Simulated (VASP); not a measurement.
# Rh (Fm-3m) in VASP: a series of runs, part 2 of 2

VASP 6.6.1. The steps go on from the part before.

## (4) Single point, r2SCAN

File POSCAR:

```
Rh
1.0
    0.0000000000      1.9021258534      1.9021258534
    1.9021258534      0.0000000000      1.9021258534
    1.9021258534      1.9021258534      0.0000000000
Rh
1
Direct
    0.0000000000      0.0000000000      0.0000000000
```

File INCAR.step1:

```
SYSTEM = Rh
  ALGO = Normal
  EDIFF = 1E-4
  ENCUT = 520
  GGA = PE
  ISMEAR = -1
  LASPH = .True.
  LCHARG = .False.
  LREAL = .False.
  LWAVE = .True.
  NBANDS = 14
  NELM = 60
  PREC = Accurate
  SIGMA = 0.15
```

File INCAR.step2:

```
SYSTEM = Rh
  ALGO = Normal
  EDIFF = 1E-6
  ENCUT = 520
  ISIF = 2
  ISMEAR = -1
  ISTART = 1
  LASPH = .True.
  LCHARG = .False.
  LMIXTAU = .True.
  LREAL = .False.
  LWAVE = .False.
  METAGGA = R2SCAN
  NBANDS = 14
  NELM = 60
  PREC = Accurate
  SIGMA = 0.15
```

File KPOINTS:

```
k-points
0
Gamma
  24 24 24
  0 0 0
```

Potentials or basis: VASP PAW PBE potentials, release 64 (Rh_pv).

The run is started by

```sh
$ cat potpaw_PBE.64/Rh_pv/POTCAR > POTCAR
$ cp INCAR.step1 INCAR
$ mpirun -np 1 vasp_std > vasp.out
$ cp INCAR.step2 INCAR
$ mpirun -np 1 vasp_std > vasp.out
```

OUTCAR:

```text
SYSTEM = Rh
   EDIFF = 1E-6
   ENCUT = 520
   ISIF = 2
   ISMEAR = -1
   ISTART = 1
   LASPH = .True.
   LREAL = .False.
   METAGGA = R2SCAN
   NELM = 60
   PREC = Accurate

 ion  position               nearest neighbor table
   1  0.000  0.000  0.000-

  LATTYP: Found a face centered cubic cell.
 ALAT       =     3.8042517068

  Lattice vectors:

 A1 = (   0.0000000000,   1.9021258534,   1.9021258534)
 A2 = (   1.9021258534,   0.0000000000,   1.9021258534)
 A3 = (   1.9021258534,   1.9021258534,   0.0000000000)

Analysis of symmetry for initial positions (statically):
[... 576 lines left out ...]
      7      11.3408      1.83182
      8      12.2676      0.04416
      9      12.9458      0.00049
     10      21.4066      0.00000
     11      28.2174      0.00000
     12      29.1129      0.00000
     13      33.9630      0.00000
     14      34.2547      0.00000

 [... further k-points ...]
[... 5 lines left out ...]
  --------------------------------------------------------------------------------------
  -------------------------------------------------------------------------------------
  Total        0.0984654      0.0984654      0.0984654      0.0000000     -0.0000000      0.0000000
  in kB       11.4616286     11.4616286     11.4616286      0.0000000     -0.0000000      0.0000000
  external PRESSURE =      11.4616286 kB  Pullay stress =       0.0000000 kB

 VOLUME and BASIS-vectors are now :
 -----------------------------------------------------------------------------
  energy-cutoff  :      520.00
  volume of cell :       13.76
      direct lattice vectors                 reciprocal lattice vectors
     0.000000000  1.902125853  1.902125853    -0.262863784  0.262863784  0.262863784
     1.902125853  0.000000000  1.902125853     0.262863784 -0.262863784  0.262863784
     1.902125853  1.902125853  0.000000000     0.262863784  0.262863784 -0.262863784

 POSITION                                       TOTAL-FORCE (eV/Angst)
 -----------------------------------------------------------------------------------
      0.00000      0.00000      0.00000         0.000000     -0.000000      0.000000
 -----------------------------------------------------------------------------------
    total drift:                                0.000000      0.000000      0.000000

  FREE ENERGIE OF THE ION-ELECTRON SYSTEM (eV)
  ---------------------------------------------------
  free  energy   TOTEN  =       -24.1850423886 eV

  energy  without entropy=      -24.0874628621  energy(sigma->0) =      -24.13625263
```

OUTCAR.step1:

```text
SYSTEM = Rh
   EDIFF = 1E-4
   ENCUT = 520
   GGA = PE
   ISMEAR = -1
   LASPH = .True.
   LREAL = .False.
[... 623 lines left out ...]
 -----------------------------------------------------------------------------------
      0.00000      0.00000      0.00000         0.000000      0.000000      0.000000
 -----------------------------------------------------------------------------------
    total drift:                                0.000000      0.000000      0.000000

  FREE ENERGIE OF THE ION-ELECTRON SYSTEM (eV)
  ---------------------------------------------------
  free  energy   TOTEN  =        -7.3035866909 eV

  energy  without entropy=       -7.2012773246  energy(sigma->0) =       -7.25243201
```

Run time: 4 min. Hardware: 1 thread of Intel Xeon Platinum 8259CL at 2.50GHz (Skylake/Cascade Lake), shared host; peak memory 0.19 GiB.

What came out:

| Quantity | Value |
| --- | --- |
| Free energy | -24.1850 eV |
| Pressure | 1.1 GPa |

Levels at points of the mesh, in eV from the Fermi level:
```
           k point  band 5  band 6  band 7  band 8  band 9  band 10
(0.00, 0.00, 0.00)   -3.15   -3.15   -3.15   -1.05   -1.05    16.73
(0.50, 0.00, 0.00)   -3.26   -3.26    0.61    0.61    0.92     9.09
(0.50, 0.50, 0.00)   -6.15    0.53    1.07    1.07    3.50    12.88
```

Caveat: the PAW data sets were made with another functional, which shifts forces and pressure a little.

## (5) Single point, r2SCAN

File POSCAR:

```
Rh
1.0
    0.0000000000      1.9029860900      1.9029860900
    1.9029860900      0.0000000000      1.9029860900
    1.9029860900      1.9029860900      0.0000000000
Rh
1
Direct
    0.0000000000      0.0000000000      0.0000000000
```

File INCAR.step1:

```
SYSTEM = Rh
ALGO     = Normal         ! electronic algorithm
EDIFF    = 1E-5           ! SCF threshold, eV
ENCUT    = 580            ! plane-wave cutoff, eV
GGA      = PE             ! functional
GGA_COMPAT= .FALSE.      
ISMEAR   = 0              ! smearing method
LASPH    = .TRUE.         ! aspherical terms in the spheres
LCHARG   = .FALSE.        ! write CHGCAR
LREAL    = .FALSE.        ! projectors in reciprocal space
LWAVE    = .TRUE.         ! write WAVECAR
NBANDS   = 14             ! bands
NELM     = 120            ! most SCF steps
PREC     = Accurate       ! precision mode
SIGMA    = 0.1            ! smearing width, eV
```

File INCAR.step2:

```
SYSTEM = Rh
ALGO     = Normal         ! electronic algorithm
EDIFF    = 1E-6           ! SCF threshold, eV
ENCUT    = 580            ! plane-wave cutoff, eV
GGA_COMPAT= .FALSE.      
ISIF     = 2              ! what is computed and relaxed
ISMEAR   = 0              ! smearing method
ISTART   = 1            
LASPH    = .TRUE.         ! aspherical terms in the spheres
LCHARG   = .FALSE.        ! write CHGCAR
LMIXTAU  = .TRUE.       
LREAL    = .FALSE.        ! projectors in reciprocal space
LWAVE    = .FALSE.        ! write WAVECAR
METAGGA  = R2SCAN         ! meta-GGA
NBANDS   = 14             ! bands
NELM     = 120            ! most SCF steps
PREC     = Accurate       ! precision mode
SIGMA    = 0.1            ! smearing width, eV
```

File KPOINTS:

```
k-points
0
G
  8 8 8
  0 0 0
```

Potentials or basis: VASP PAW PBE potentials, release 64 (Rh_sv_GW).

The run is started by

```sh
$ cat potpaw_PBE.64/Rh_sv_GW/POTCAR > POTCAR
$ cp INCAR.step1 INCAR
$ mpirun -np 1 vasp_std > vasp.out
$ cp INCAR.step2 INCAR
$ mpirun -np 1 vasp_std > vasp.out
```

Run time: 17 s. Hardware: 1 thread of Intel Xeon 6975P-C (Granite Rapids), shared host; peak memory 0.15 GiB.

The run converged. Its results:

* Free energy: -23.2577 eV
* Pressure: -2.2 GPa

Levels at points of the mesh, in eV from the Fermi level:
```tsv
k point	band 6	band 7	band 8	band 9	band 10	band 11
(0.00, 0.00, 0.00)	-3.17	-3.17	-3.17	-1.09	-1.09	16.41
(0.50, 0.00, 0.00)	-3.29	-3.29	0.57	0.57	0.88	9.05
(0.50, 0.50, 0.00)	-6.16	0.49	1.03	1.03	3.44	12.82
```

Caveat: the PAW data sets were made with another functional, which shifts forces and pressure a little.

## (6) Single point, r2SCAN

File POSCAR:

```
Rh
1.0
    0.0000000000      1.9021258534      1.9021258534
    1.9021258534      0.0000000000      1.9021258534
    1.9021258534      1.9021258534      0.0000000000
Rh
1
Direct
    0.0000000000      0.0000000000      0.0000000000
```

File INCAR.step1:

```
SYSTEM = Rh
  ALGO = Normal
  EDIFF = 1E-5
  ENCUT = 580
  GGA = PE
  GGA_COMPAT = .False.
  ISMEAR = -1
  LASPH = .True.
  LCHARG = .False.
  LREAL = .False.
  LWAVE = .True.
  NBANDS = 14
  NELM = 120
  PREC = Accurate
  SIGMA = 0.15
```

File INCAR.step2:

```
SYSTEM = Rh
  ALGO = Normal
  EDIFF = 1E-6
  ENCUT = 580
  GGA_COMPAT = .False.
  ISIF = 2
  ISMEAR = -1
  ISTART = 1
  LASPH = .True.
  LCHARG = .False.
  LMIXTAU = .True.
  LREAL = .False.
  LWAVE = .False.
  METAGGA = R2SCAN
  NBANDS = 14
  NELM = 120
  PREC = Accurate
  SIGMA = 0.15
```

File KPOINTS:

```
k-points
0
Gamma
  24 24 24
  0 0 0
```

Potentials or basis: VASP PAW PBE potentials, release 64 (Rh_sv_GW).

The run is started by

```sh
$ cat potpaw_PBE.64/Rh_sv_GW/POTCAR > POTCAR
$ cp INCAR.step1 INCAR
$ mpirun -np 1 vasp_std > vasp.out
$ cp INCAR.step2 INCAR
$ mpirun -np 1 vasp_std > vasp.out
```

OUTCAR:

```text
SYSTEM = Rh
   EDIFF = 1E-6
   ENCUT = 580
   ISIF = 2
   ISMEAR = -1
   ISTART = 1
   LASPH = .True.
   LREAL = .False.
   METAGGA = R2SCAN
   NELM = 120
   PREC = Accurate

 ion  position               nearest neighbor table
   1  0.000  0.000  0.000-

  LATTYP: Found a face centered cubic cell.
 ALAT       =     3.8042517068

  Lattice vectors:

 A1 = (   0.0000000000,   1.9021258534,   1.9021258534)
 A2 = (   1.9021258534,   0.0000000000,   1.9021258534)
 A3 = (   1.9021258534,   1.9021258534,   0.0000000000)

Analysis of symmetry for initial positions (statically):
=====================================================================
 Subroutine PRICEL returns:
 Original cell was already a primitive cell.

 Routine SETGRP: Setting up the symmetry group for a
 face centered cubic supercell.

 Subroutine GETGRP returns: Found 48 space group operations
 (whereof 48 operations were pure point group operations)
 out of a pool of 48 trial point group operations.

The static configuration has the point symmetry O_h .

Analysis of symmetry for dynamics (positions and initial velocities):
=====================================================================
 Subroutine PRICEL returns:
 Original cell was already a primitive cell.
[... 162 lines left out ...]
  band No.  band energies     occupation
      1     -70.4889      2.00000
      2     -37.1197      2.00000
      3     -37.1197      2.00000
      4     -37.1197      2.00000
      5       2.5264      2.00000
      6       7.5136      2.00000
      7       7.5136      2.00000
      8       7.5136      2.00000
      9       9.6049      1.99814
     10       9.6049      1.99814
     11      27.1353      0.00000
     12      32.7771      0.00000
     13      32.7771      0.00000
     14      32.7771      0.00000
[... 377 lines left out ...]
      1     -70.3693      2.00000
      2     -37.8721      2.00000
      3     -37.2307      2.00000
      4     -37.2302      2.00000
      5       4.4454      2.00000
      6       7.3775      2.00000
      7       7.4901      2.00000
      8      10.2951      1.83002
      9      11.2196      0.04432
     10      11.9008      0.00048
     11      20.3717      0.00000
     12      26.9782      0.00000
     13      32.6517      0.00000
     14      32.9277      0.00000

 [... further k-points ...]
[... 5 lines left out ...]
  --------------------------------------------------------------------------------------
  -------------------------------------------------------------------------------------
  Total       -0.1407452     -0.1407452     -0.1407452      0.0000000      0.0000000     -0.0000000
  in kB      -16.3831161    -16.3831161    -16.3831161      0.0000000      0.0000000     -0.0000000
  external PRESSURE =     -16.3831161 kB  Pullay stress =       0.0000000 kB

 VOLUME and BASIS-vectors are now :
 -----------------------------------------------------------------------------
  energy-cutoff  :      580.00
  volume of cell :       13.76
      direct lattice vectors                 reciprocal lattice vectors
     0.000000000  1.902125853  1.902125853    -0.262863784  0.262863784  0.262863784
     1.902125853  0.000000000  1.902125853     0.262863784 -0.262863784  0.262863784
     1.902125853  1.902125853  0.000000000     0.262863784  0.262863784 -0.262863784

 POSITION                                       TOTAL-FORCE (eV/Angst)
 -----------------------------------------------------------------------------------
      0.00000      0.00000      0.00000        -0.000000      0.000000      0.000000
 -----------------------------------------------------------------------------------
    total drift:                                0.000000      0.000000     -0.000000

  FREE ENERGIE OF THE ION-ELECTRON SYSTEM (eV)
  ---------------------------------------------------
  free  energy   TOTEN  =       -23.3291371104 eV

  energy  without entropy=      -23.2314807910  energy(sigma->0) =      -23.28030895
```

OSZICAR.step1:

```text
N       E                     dE             d eps       ncg     rms          rms(c)
DAV:   1     0.270108753526E+03    0.27011E+03   -0.10519E+04 11882   0.163E+03
DAV:   2     0.710692786231E+01   -0.26300E+03   -0.23997E+03 11672   0.661E+02
DAV:   3    -0.715484094266E+01   -0.14262E+02   -0.13679E+02 16712   0.152E+02
DAV:   4    -0.749791326240E+01   -0.34307E+00   -0.34217E+00 13194   0.260E+01
DAV:   5    -0.752234325938E+01   -0.24430E-01   -0.24429E-01 19564   0.658E+00    0.568E+01
DAV:   6    -0.649001931066E+01    0.10323E+01   -0.21443E+00 18036   0.337E+01    0.238E+01
DAV:   7    -0.645782795576E+01    0.32191E-01   -0.64886E-02 18902   0.350E+00    0.803E+00
DAV:   8    -0.645402527718E+01    0.38027E-02   -0.12179E-02 14506   0.302E+00    0.235E-01
DAV:   9    -0.645402634465E+01   -0.10675E-05   -0.28142E-04 18464   0.360E-01    0.127E-01
DAV:  10    -0.645401639454E+01    0.99501E-05   -0.13674E-05  9750   0.587E-02
   1 F= -.64540164E+01 E0= -.64029548E+01  d E =-.102123E+00
```

Run time: 2.3 min. Hardware: 1 thread of Intel Xeon 6975P-C (Granite Rapids), shared host; peak memory 0.25 GiB.

What came out:

| Property | Result |
| --- | --- |
| Free energy | -23.3291 eV |
| Pressure | -1.6 GPa |

Levels at points of the mesh, in eV from the Fermi level:
```csv
k point,band 6,band 7,band 8,band 9,band 10,band 11
"(0.00, 0.00, 0.00)",-3.14,-3.14,-3.14,-1.05,-1.05,16.48
"(0.50, 0.00, 0.00)",-3.25,-3.25,0.61,0.61,0.92,9.11
"(0.50, 0.50, 0.00)",-6.13,0.53,1.07,1.07,3.50,12.89
```

Caveat: the PAW data sets were made with another functional, which shifts forces and pressure a little.

## (7) The runs side by side

```tsv
potentials or basis	cell	k mesh	cutoff (eV)	smearing	second run	gap on the mesh (eV)	pressure (GPa)
VASP PAW PBE potentials, release 64 (Rh_pv)	a = 2.691 Å, angles 60.0°, 1 atom	8 × 8 × 8	520	gaussian 0.1 eV	-	none	0.6
VASP PAW PBE potentials, release 64 (Rh_pv)	a = 2.687 Å, angles 60.0°, 1 atom	24 × 24 × 24	520	gaussian 0.1 eV	-	none	1.2
VASP PAW PBE potentials, release 64 (Rh_pv)	a = 2.690 Å, angles 60.0°, 1 atom	24 × 24 × 24	520	fermi-dirac 0.15 eV	-	none	1.1
VASP PAW PBE potentials, release 64 (Rh_sv_GW)	a = 2.691 Å, angles 60.0°, 1 atom	8 × 8 × 8	580	gaussian 0.1 eV	valence_matched	none	-2.2
VASP PAW PBE potentials, release 64 (Rh_sv_GW)	a = 2.690 Å, angles 60.0°, 1 atom	24 × 24 × 24	580	fermi-dirac 0.15 eV	valence_matched	none	-1.6
```

Alike in all rows: task single point; level r2SCAN; no spin polarisation.

Caveats: the PAW data sets were made with another functional, which shifts forces and pressure a little.

Absolute energies hang on the potentials; compare differences alone.
